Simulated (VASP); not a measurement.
Crystal: Bi.

```xyz
2
Lattice="2.2354 1.2906 4.1454 -2.2354 1.2906 4.1454 0.0000 -2.5813 4.1454" Properties=species:S:1:pos:R:3 pbc="T T T"
Bi    0.0000    0.0000    2.8297
Bi    0.0000    0.0000    9.6064
```

```yaml
Program: VASP 6.6.1
Task: relaxation of cell and atoms
Functional: PBEsol
Potentials_or_basis: VASP PAW PBE potentials, release 64 (Bi_d)
Cutoff: 600 eV
k_mesh: 6 × 6 × 6
Occupations: gaussian, width 0.1 eV
Spin: no spin polarisation
```

At the start: pressure 1.0 GPa; volume 35.88 Å³/atom.

Task: How do energy, volume and symmetry change on relaxing?

Result: Over 10 steps the energy falls by 31.7 meV/atom and the volume is 34.58 Å³/atom (-3.6 %); space group R-3m (No. 166, to 0.05 Å).

Step by step:
| step | energy change (eV) | largest force (eV/Å) | pressure (GPa) | volume (Å³) |
| --- | --- | --- | --- | --- |
| 1 | 0.0000 | 0.6860 | 0.95 | 71.76 |
| 2 | -0.0265 | 0.1565 | -1.38 | 73.99 |
| 3 | -0.0269 | 0.2144 | -1.17 | 73.74 |
| 4 | -0.0480 | 0.1272 | -0.81 | 71.89 |
| 5 | -0.0562 | 0.0584 | 0.98 | 67.86 |
| 6 | -0.0603 | 0.0206 | 0.28 | 69.35 |
| 7 | -0.0603 | 0.0116 | 0.25 | 69.26 |
| 8 | -0.0626 | 0.0462 | -0.07 | 69.50 |
| 9 | -0.0627 | 0.0611 | -0.17 | 69.56 |
| 10 | -0.0633 | 0.0089 | 0.12 | 69.16 |

Final structure:
```xyz
2
Lattice="2.2565 1.3028 3.9209 -2.2565 1.3028 3.9209 0.0000 -2.6056 3.9209" Properties=species:S:1:pos:R:3 pbc="T T T"
Bi    0.0000    0.0000    2.7665
Bi    0.0000    0.0000    8.9962
```

Caveat: the PAW data sets were made with another functional, which shifts forces and pressure a little.
